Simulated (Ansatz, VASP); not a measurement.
## Two plane-wave programs on TiH

```
Ti H
1.0
    -1.64535    1.64535    2.50659
     1.64535   -1.64535    2.50659
     1.64535    1.64535   -2.50659
Ti H
1 1
Direct
  0.00000 0.00000 0.00000
  0.75000 0.25000 0.50000
```

Alike in both runs: task single point; functional PBEsol; k mesh 18 × 18 × 18; occupations gaussian, width 0.1 eV; no spin polarisation.

|  | VASP | Ansatz |
| --- | --- | --- |
| version | VASP 6.6.1 | Ansatz 0.2.0 |
| potentials or method | VASP PAW PBE potentials, release 64 (Ti_sv, H), cutoff 520 eV | scalar-relativistic, plane waves, PAW |
| valence electrons in the cell | 13 | 13 |

Ansatz gave:

```
gap on the k mesh at the Fermi level (eV)                     : none
pressure (GPa)                                                : -22.9
traceless stress, the component that is largest in VASP (GPa) : -1.64
```

**Question.** Which values does VASP return?

**Answer.** gap on the k mesh at the Fermi level (eV): none; pressure (GPa): -22.9; traceless stress, the component that is largest in VASP (GPa): -1.61.

VASP's potentials were made for PBE, not for PBEsol. A gap of «none» marks a metal or a gap that the smearing closes. With one functional, cell and mesh, what is left measures potentials, basis and numerics.
